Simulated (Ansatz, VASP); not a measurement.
# Two plane-wave programs on MoS2

Contents of INCAR:

```
ALGO     = Normal         # electronic algorithm
EDIFF    = 1E-6           # SCF threshold, eV
ENCUT    = 520            # plane-wave cutoff, eV
GGA      = PE             # functional
ISIF     = 2              # what is computed and relaxed
ISMEAR   = -1             # smearing method
LASPH    = T              # aspherical terms in the spheres
LCHARG   = T              # write CHGCAR
LELF     = T              # ELF
LREAL    = F              # projectors in reciprocal space
LVHAR    = T            
LWAVE    = F              # write WAVECAR
NBANDS   = 20             # bands
NELM     = 100            # most SCF steps
PREC     = Accurate       # precision mode
SIGMA    = 0.02           # smearing width, eV
```

File KPOINTS:

```
k-points
0
Gamma
  10 10 10
```

Contents of POSCAR:

```
MoS2
1.0
    1.5717148251      0.9074299773      6.2249093855
   -1.5717148251      0.9074299773      6.2249093855
    0.0000000000     -1.8148599547      6.2249093855
Mo S
1 2
Direct
   -0.0000154089     -0.0000154089     -0.0000154089
    0.4171388850      0.4171388850      0.4171388850
    0.2495431906      0.2495431906      0.2495431906
```

Input for Ansatz:

```yaml
crystal:
  lattice:
    - [1.5717148251, 0.9074299773, 6.2249093855]
    - [-1.5717148251, 0.9074299773, 6.2249093855]
    - [0.0, -1.8148599547, 6.2249093855]
  atoms:
    - { symbol: Mo, position: [-1.54089e-05, -1.54089e-05, -1.54089e-05] }
    - { symbol: S, position: [0.417138885, 0.417138885, 0.417138885] }
    - { symbol: S, position: [0.2495431906, 0.2495431906, 0.2495431906] }
kpoints:
  mp_grid: { grid: [10, 10, 10] }
  band_path:
    path:
      - [0.0, 0.0, 0.0]
      - [-0.5, -0.5, -0.5]
      - [-0.5, -0.1812659202, -0.8187340798]
      - [-0.1812659202, 0.1812659202, -0.5]
      - [0.0, 0.0, -0.5]
      - [0.0, 0.3406329601, -0.3406329601]
      - [-0.3406329601, 0.0, -0.6593670399]
      - [-0.5, 0.0, -0.5]
      - [-0.1631393282, 0.1631393282, -0.5]
      - [0.0, 0.179687, -0.179687]
    npoints: 1
hamiltonian:
  xc: pbe
scf:
  occupations: { method: fermi_dirac, width: 0.02 }
  n_extra_bands: 4
output:
  forces: true
  stress: true
  eigenvalues: true
```

Change from the starting cell: epitaxial_xy strain -1.0%.

Alike in both runs: task single point; functional PBE; k mesh 10 × 10 × 10; occupations fermi-dirac, width 0.02 eV; no spin polarisation.

|  | VASP | Ansatz |
| --- | --- | --- |
| version | VASP 6.6.1 | Ansatz 0.2.0 |
| potentials or method | VASP PAW PBE potentials, release 64 (Mo_sv, S) | plane waves, PAW |
| plane-wave cutoff (eV) | 520 | 420 |
| valence electrons in the cell | 26 | 26 |

```tsv
	VASP	Ansatz	Ansatz less VASP
gap on the k mesh at the Fermi level (eV)	1.03	1.01	-0.015
pressure (GPa)	4.2	4.4	+0.13
traceless stress, the component that is largest in VASP (GPa)	-0.90	-0.85	+0.044
rms of the force components (eV/Å)	0.050	0.056	+0.0066
```

Atom by atom the forces differ by 0.007 eV/Å (rms over components).
